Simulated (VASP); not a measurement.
Runs of VASP 6.6.1 on Cs. Symmetry: Im-3m, No. 229, cubic system. Conventional cell: a = 6.257 Å, b = 6.257 Å, c = 6.257 Å, α = 90.00°, β = 90.00°, γ = 90.00°. 

```tsv
task	level	potentials or basis	spin	gap on the mesh (eV)	pressure (GPa)	moment (μB)
electric field gradients	PBE	VASP PAW PBE potentials, release 64 (Cs_sv)	non-collinear, zero start, SOC	-	-0.1	0.00
single point	PBEsol	VASP PAW PBE potentials, release 64 (Cs_sv)	off	none	-0.2	-
electric field gradients	PBEsol	VASP PAW PBE potentials, release 64 (Cs_sv)	off	none	-0.2	-
electric field gradients	r2SCAN	VASP PAW PBE potentials, release 64 (Cs_sv)	off	none	0.0	-
single point	PBE	VASP PAW PBE potentials, release 64 (Cs_sv)	non-collinear, zero start, SOC	-	-0.1	0.00
single point	PBE	VASP PAW PBE potentials, release 64 (Cs_sv)	off	none	-0.1	-
single point	LDA	VASP PAW LDA potentials, release 64 (Cs_sv)	off	none	(a)	-
```

Alike in all rows: cell as given; k mesh 9 × 9 × 9; cutoff (eV) 520; smearing fermi-dirac 0.03 eV.

Question: Estimate the missing entries.

Answer: (a) -0.4.

Caveats: spin-orbit coupling is left out, which moves the levels of the heavy elements (at least some runs); the PAW data sets were made with another functional, which shifts forces and pressure a little (at least some runs).

A k mesh can miss the band edges, and rows without SOC leave out spin-orbit coupling on Cs.

A gap of «none» marks levels without a gap at the run's occupations.
